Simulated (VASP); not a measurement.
# Os (Fd-3m) in VASP: notebook

The runs below take Os through single point, relaxation of cell and atoms, with RPBE.

Everything below comes from runs of VASP 6.6.1. Logs are shortened: lines on timing, memory, paths and dates and some standing lists are left out, and cuts for length are marked.

## 1. The cell of the first run

The structure is cubic, space group Fd-3m (No. 227). The conventional cell has a = 5.581 Å, b = 5.581 Å, c = 5.581 Å, α = 90.00°, β = 90.00°, γ = 90.00°. Within 3.2 Å of Os (site symmetry -43m) lie 4 Os at 2.42 Å.

This isn't the form of Os at room conditions, which is hcp.

## 2. Single point, RPBE (21.72 Å³/atom)

Contents of INCAR:

```
ALGO     = Normal         # electronic algorithm
EDIFF    = 1E-6           # SCF threshold, eV
ENCUT    = 560            # plane-wave cutoff, eV
GGA      = RP             # functional
GGA_COMPAT= False        
ISIF     = 2              # what is computed and relaxed
ISMEAR   = -1             # smearing method
LASPH    = True           # aspherical terms in the spheres
LCHARG   = False          # write CHGCAR
LREAL    = False          # projectors in reciprocal space
LWAVE    = False          # write WAVECAR
NBANDS   = 23             # bands
NELM     = 120            # most SCF steps
PREC     = Accurate       # precision mode
SIGMA    = 0.1            # smearing width, eV
```

Contents of KPOINTS:

```
k-points
0
Gamma
  11 11 11
```

Contents of POSCAR:

```
Os
1.0
    0.0000000000      2.7903079534      2.7903079534
    2.7903079534      0.0000000000      2.7903079534
    2.7903079534      2.7903079534      0.0000000000
Os
2
Direct
    0.1250000000      0.1250000000      0.1250000000
    0.8750000000      0.8750000000      0.8750000000
```

Potentials or basis: VASP PAW PBE potentials, release 64 (Os_sv_GW).

Run with:

```console
cat potpaw_PBE.64/Os_sv_GW/POTCAR > POTCAR
mpirun -np 1 vasp_std > vasp.out
```

OUTCAR:

```text
EDIFF = 1E-6
   ENCUT = 560
   GGA = RP
   ISIF = 2
   ISMEAR = -1
   LASPH = True
   LREAL = False
   NELM = 120
   PREC = Accurate

 ion  position               nearest neighbor table
   1  0.125  0.125  0.125-   2 2.42   2 2.42   2 2.42   2 2.42
   2  0.875  0.875  0.875-   1 2.42   1 2.42   1 2.42   1 2.42

  LATTYP: Found a face centered cubic cell.
 ALAT       =     5.5806159068

  Lattice vectors:

 A1 = (   0.0000000000,   2.7903079534,   2.7903079534)
 A2 = (   2.7903079534,   0.0000000000,   2.7903079534)
 A3 = (   2.7903079534,   2.7903079534,   0.0000000000)

Analysis of symmetry for initial positions (statically):
=====================================================================
 Subroutine PRICEL returns:
 Original cell was already a primitive cell.

 Routine SETGRP: Setting up the symmetry group for a
 face centered cubic supercell.

 Subroutine GETGRP returns: Found 48 space group operations
 (whereof 12 operations were pure point group operations)
 out of a pool of 48 trial point group operations.

The static configuration has the point symmetry D_3d.
 The point group associated with its full space group is O_h .

Analysis of symmetry for dynamics (positions and initial velocities):
=====================================================================
 Subroutine PRICEL returns:
 Original cell was already a primitive cell.

 Routine SETGRP: Setting up the symmetry group for a
 face centered cubic supercell.

 Subroutine GETGRP returns: Found 48 space group operations
 (whereof 12 operations were pure point group operations)
 out of a pool of 48 trial point group operations.

The dynamic configuration has the point symmetry D_3d.
 The point group associated with its full space group is O_h .

 Subroutine INISYM returns: Found 48 space group operations
 (whereof 12 operations are pure point group operations),
 and found     1 'primitive' translations

----------------------------------------------------------------------------------------

                                     Primitive cell

  volume of cell :      43.4497

  direct lattice vectors                    reciprocal lattice vectors
[... 78 lines left out ...]
   PREC   = accura    normal or accurate (medium, high low for compatibility)
   ISTART =      0    job   : 0-new  1-cont  2-samecut
   ICHARG =      2    charge: 1-file 2-atom 10-const
   ISPIN  =      1    spin polarized calculation?
   LNONCOLLINEAR =      F non collinear calculations
   LSORBIT =      F    spin-orbit coupling
   LASPH  =      T    aspherical Exc in radial PAW
   ENCUT  =  560.0 eV  41.16 Ry    6.42 a.u.   7.61  7.61  7.61*2*pi/ulx,y,z
   NELM   =    120;   NELMIN=  2; NELMDL= -5     # of ELM steps
   EDIFF  = 0.1E-05   stopping-criterion for ELM
   LREAL  =      F    real-space projection
   EDIFFG = 0.1E-04   stopping-criterion for IOM
   NSW    =      0    number of steps for IOM
   IBRION =     -1    ionic relax: 0-MD 1-quasi-New 2-CG
   NFREE  =      0    steps in history (QN), initial steepest desc. (CG)
   ISIF   =      2    stress and relaxation
   ISYM   =      2    0-nonsym 1-usesym 2-fastsym
   POTIM  = 0.5000    time-step for ionic-motion
   TEBEG  =    0.0;   TEEND  =   0.0 temperature during run
   PSTRESS=    0.0 pullay stress
   NELECT =      32.0000    total number of electrons
   NUPDOWN=      -1.0000    fix difference up-down
   EMIN   =  10.00;   EMAX   =-10.00  energy-range for DOS
   EFERMI =   0.00;   METHOD = LEGACY
   ISMEAR =    -1;   SIGMA  =   0.10  broadening in eV -4-tet -1-fermi 0-gaus
   EFERMI_NEDOS =   21; number of points for ismear=-14 and -15
   IALGO  =     38    algorithm
   IMIX   =      4    mixing-type and parameters
     AMIX     =   0.40;   BMIX     =  1.00
     AMIX_MAG =   1.60;   BMIX_MAG =  1.00
  volume/ion in A,a.u.               =      21.72       146.61
  Fermi-wavevector in a.u.,A,eV,Ry     =   1.478414  2.793797 29.738356  2.185708
  Thomas-Fermi vector in A             =   2.592698
   LORBIT       =      0    0 simple, 1 ext, 2 COOP (PROOUT), +10 PAW based schemes
   GGA     = RP    functional components
   LHFCALC =     F    Hartree Fock is set to
   AEXX    =    0.0000 exact exchange contribution
   IVDW    =     0    specifies the selected vdW correction
   LEPSILON=     F    determine dielectric tensor
   LRPA    =     F    only Hartree local field effects (RPA)
 non-spin polarized calculation
  energy-cutoff  :      560.00
  volume of cell :       43.45
 maximum number of plane-waves:      1326
   NGX = 15   NGY = 15   NGZ = 15

 number of electron      32.0000001 magnetization

 Free energy of the ion-electron system (eV)
  ---------------------------------------------------
  ext. energy  EPLUGINS =         0.00000000
  ---------------------------------------------------
  free energy    TOTEN  =       -20.93813852 eV

  energy without entropy =      -20.87797647  energy(sigma->0) =      -20.90805749

 E-fermi :   7.1487     XC(G=0): -11.4177

 val. band max:        7.1423670513   @ k =   0.4545   0.3636   0.0909
 cond. band min:       7.1558728789   @ k =   0.4545   0.2727   0.0909
 fundamental gap:      0.0135058276
 Fermi energy:         7.1487305106

 k-point     1 :       0.0000    0.0000    0.0000
  band No.  band energies     occupation
      1     -79.1505      2.00000
      2     -78.8775      2.00000
      3     -38.8404      2.00000
      4     -38.8404      2.00000
      5     -38.8404      2.00000
      6     -38.0199      2.00000
[... 613 lines left out ...]
     22      17.8130      0.00000
     23      18.2516      0.00000

 [... further k-points ...]

------------------------ aborting loop because EDIFF is reached ----------------------------------------

  FORCE on cell =-STRESS in cart. coord.  units (eV):
  Direction    XX          YY          ZZ          XY          YZ          ZX
  --------------------------------------------------------------------------------------
  -------------------------------------------------------------------------------------
  Total       -0.1955042     -0.1955042     -0.1955042      0.0000000      0.0000000     -0.0000000
  in kB       -7.2090877     -7.2090877     -7.2090877      0.0000000      0.0000000     -0.0000000
  external PRESSURE =      -7.2090877 kB  Pullay stress =       0.0000000 kB

 VOLUME and BASIS-vectors are now :
 -----------------------------------------------------------------------------
  energy-cutoff  :      560.00
  volume of cell :       43.45
      direct lattice vectors                 reciprocal lattice vectors
     0.000000000  2.790307953  2.790307953    -0.179191691  0.179191691  0.179191691
     2.790307953  0.000000000  2.790307953     0.179191691 -0.179191691  0.179191691
     2.790307953  2.790307953  0.000000000     0.179191691  0.179191691 -0.179191691

 POSITION                                       TOTAL-FORCE (eV/Angst)
 -----------------------------------------------------------------------------------
      0.69758      0.69758      0.69758         0.000000      0.000000      0.000000
      4.88304      4.88304      4.88304        -0.000000     -0.000000     -0.000000
 -----------------------------------------------------------------------------------
    total drift:                               -0.000000      0.000000      0.000000

  FREE ENERGIE OF THE ION-ELECTRON SYSTEM (eV)
  ---------------------------------------------------
  free  energy   TOTEN  =       -20.9381385161 eV

  energy  without entropy=      -20.8779764719  energy(sigma->0) =      -20.90805749
```

Wall time 48 s (1 thread of AMD EPYC 7R13 (Zen 3), shared host); peak memory 0.18 GiB.

Results:

```
Free energy            : -20.9381 eV
Pressure               : -0.7 GPa
Band gap on the k mesh : zero (bands 16 and 17 overlap by 0.97 eV)
```

Caveat: the PAW data sets were made with another functional, which shifts forces and pressure a little; spin-orbit coupling is left out, which moves the levels of the heavy elements.

## 3. Relaxation of cell and atoms, RPBE

This run uses another cell than the first one, of 18.89 Å³/atom.

Contents of INCAR:

```
PREC = Accurate
ENCUT = 560
EDIFF = 1E-7
ISMEAR = -1
SIGMA = 0.1
LREAL = False
LASPH = True
NELM = 120
ALGO = Normal
ISIF = 3
LWAVE = False
LCHARG = False
GGA = RP
IBRION = 2
NSW = 80
EDIFFG = -0.01
GGA_COMPAT = False
NELMIN = 4
```

Contents of KPOINTS:

```
Automatic mesh
0
Gamma
  10 10 10
```

Contents of POSCAR:

```
Os
1.0
    0.0000000000      2.6631674351      2.6631674351
    2.6631674351      0.0000000000      2.6631674351
    2.6631674351      2.6631674351      0.0000000000
Os
2
Direct
    0.1250000000      0.1250000000      0.1250000000
    0.8750000000      0.8750000000      0.8750000000
```

Potentials or basis: VASP PAW PBE potentials, release 64 (Os_sv_GW).

Run with:

```console
cat potpaw_PBE.64/Os_sv_GW/POTCAR > POTCAR
mpirun -np 1 vasp_std > vasp.out
```

OUTCAR:

```text
PREC = Accurate
   ENCUT = 560
   EDIFF = 1E-7
   ISMEAR = -1
   LREAL = False
   LASPH = True
   NELM = 120
   ISIF = 3
   GGA = RP
   IBRION = 2
   NSW = 80
   EDIFFG = -0.01
   NELMIN = 4

 ion  position               nearest neighbor table
   1  0.125  0.125  0.125-   2 2.31   2 2.31   2 2.31   2 2.31
   2  0.875  0.875  0.875-   1 2.31   1 2.31   1 2.31   1 2.31

  LATTYP: Found a face centered cubic cell.
 ALAT       =     5.3263348702

  Lattice vectors:

 A1 = (   0.0000000000,   2.6631674351,   2.6631674351)
 A2 = (   2.6631674351,   0.0000000000,   2.6631674351)
 A3 = (   2.6631674351,   2.6631674351,   0.0000000000)

Analysis of symmetry for initial positions (statically):
=====================================================================
 Subroutine PRICEL returns:
 Original cell was already a primitive cell.

 Routine SETGRP: Setting up the symmetry group for a
 face centered cubic supercell.

 Subroutine GETGRP returns: Found 48 space group operations
 (whereof 12 operations were pure point group operations)
 out of a pool of 48 trial point group operations.

The static configuration has the point symmetry D_3d.
 The point group associated with its full space group is O_h .

Analysis of symmetry for dynamics (positions and initial velocities):
[... 164 lines left out ...]

  FORCE on cell =-STRESS in cart. coord.  units (eV):
  Direction    XX          YY          ZZ          XY          YZ          ZX
  --------------------------------------------------------------------------------------
  -------------------------------------------------------------------------------------
  Total        8.8343761      8.8343761      8.8343761      0.0000000      0.0000000     -0.0000000
  in kB      374.6804713    374.6804713    374.6804713      0.0000000      0.0000000     -0.0000000
  external PRESSURE =     374.6804713 kB  Pullay stress =       0.0000000 kB
[... 23 lines left out ...]
--------------------------------------- Ionic step        2  -------------------------------------------

 number of electron      31.9999995 magnetization

 E-fermi :   2.7146     XC(G=0):  -9.0753

 val. band max:        2.6786202708   @ k =  -0.2000   0.1000   0.0000
 cond. band min:       2.7320304487   @ k =   0.5000   0.1000   0.0000
 fundamental gap:      0.0534101779
 Fermi energy:         2.7146358926

 k-point     1 :       0.0000    0.0000    0.0000
  band No.  band energies     occupation
      1     -83.1694      2.00000
      2     -83.1284      2.00000
      3     -42.6356      2.00000
      4     -42.6356      2.00000
      5     -42.6356      2.00000
      6     -42.4296      2.00000
[... 650 lines left out ...]
--------------------------------------- Ionic step        5  -------------------------------------------

 number of electron      32.0000001 magnetization

 Free energy of the ion-electron system (eV)
  ---------------------------------------------------
  ext. energy  EPLUGINS =         0.00000000
  ---------------------------------------------------
  free energy    TOTEN  =       -20.88116379 eV

  energy without entropy =      -20.82325952  energy(sigma->0) =      -20.85221166

 E-fermi :   7.2426     XC(G=0): -11.4561

 val. band max:        7.2406142094   @ k =   0.3000   0.2000   0.1000
 cond. band min:       7.2610066065   @ k =   0.3000   0.2000   0.0000
 fundamental gap:      0.0203923971
 Fermi energy:         7.2425647781

 k-point     1 :       0.0000    0.0000    0.0000
  band No.  band energies     occupation
      1     -79.0488      2.00000
      2     -78.7671      2.00000
      3     -38.7636      2.00000
      4     -38.7636      2.00000
      5     -38.7636      2.00000
      6     -37.9276      2.00000
[... 572 lines left out ...]
  FREE ENERGIE OF THE ION-ELECTRON SYSTEM (eV)
  ---------------------------------------------------
  free  energy   TOTEN  =       -20.8811637927 eV

  energy  without entropy=      -20.8232595219  energy(sigma->0) =      -20.85221166

 reached required accuracy - stopping structural energy minimisation
```

It took 1.8 min on 1 thread of AMD EPYC 9R45 (Zen 5), shared host; peak memory 0.17 GiB.

What came out:

* Free energy: -20.8812 eV
* Relaxed volume: 21.57 Å³/atom
* Relaxed cell: a = 3.937 Å, b = 3.937 Å, c = 3.937 Å, α = 60.00°, β = 60.00°, γ = 60.00°
* Space group after relaxing (to 0.1 Å): Fd-3m (No. 227)
* Pressure after relaxing: 0.0 GPa
* Band gap on the k mesh: zero (bands 16 and 17 overlap by 1.10 eV)

Final structure:
```
CELL_PARAMETERS angstrom
0.00000 2.78387 2.78387
2.78387 0.00000 2.78387
2.78387 2.78387 0.00000
ATOMIC_POSITIONS crystal
Os 0.12500 0.12500 0.12500
Os 0.87500 0.87500 0.87500
```

Levels at points of the mesh, in eV from the Fermi level:
| k point | band 14 | band 15 | band 16 | band 17 | band 18 | band 19 |
| --- | --- | --- | --- | --- | --- | --- |
| (0.00, 0.00, 0.00) | -3.53 | -0.53 | -0.53 | -0.53 | 2.49 | 2.49 |
| (0.50, 0.00, 0.00) | -3.76 | -1.47 | 0.35 | 0.35 | 1.80 | 1.80 |
| (0.50, 0.50, 0.00) | -2.81 | -1.29 | -1.29 | 2.16 | 2.16 | 3.34 |

Caveat: the PAW data sets were made with another functional, which shifts forces and pressure a little; spin-orbit coupling is left out, which moves the levels of the heavy elements.

The gap in the log of VASP goes by the Fermi energy; the results here count the filled bands.